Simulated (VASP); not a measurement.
Input of a VASP 6.6.1 run:

INCAR

```
SYSTEM = C
PREC = Accurate ; ENCUT = 520
EDIFF = 1E-6 ; ISMEAR = 0
SIGMA = 0.05 ; LREAL = .FALSE.
LASPH = .TRUE. ; NELM = 100
ALGO = Normal ; ISIF = 2
LWAVE = .FALSE. ; LCHARG = .FALSE.
GGA = PE ; IVDW = 12
NBANDS = 11
```

Contents of KPOINTS:

```
regular mesh
0
G
  15 15 15
  0 0 0
```

File POSCAR:

```
C
1.0
    1.2324984681      0.7115833223      3.3613878357
   -1.2324984681      0.7115833223      3.3613878357
    0.0000000000     -1.4231666447      3.3613878357
C
2
Direct
    0.1454719248      0.1454719248      0.1876314289
    0.8545280752      0.8545280752      0.8123685711
```

Potentials or basis: VASP PAW PBE potentials, release 64 (C).

Run with:

```console
$ cat potpaw_PBE.64/C/POTCAR > POTCAR
$ mpirun -np 1 vasp_std > vasp.out
```

**Question.** Estimate the dispersion energy per atom.

**Answer.** -0.156 eV.

**Question.** Predict the pressure.

**Answer.** 6.3 GPa.

Stress tensor (GPa, compression positive):
```
-2.59  0.00  0.00
 0.00 24.81 -9.22
 0.00 -9.22 -3.28
```

Caveat: the cell differs from its parent crystal (mode 4 frozen in at -0.071 Å and mode 6 at -0.060 Å (largest displacements)).
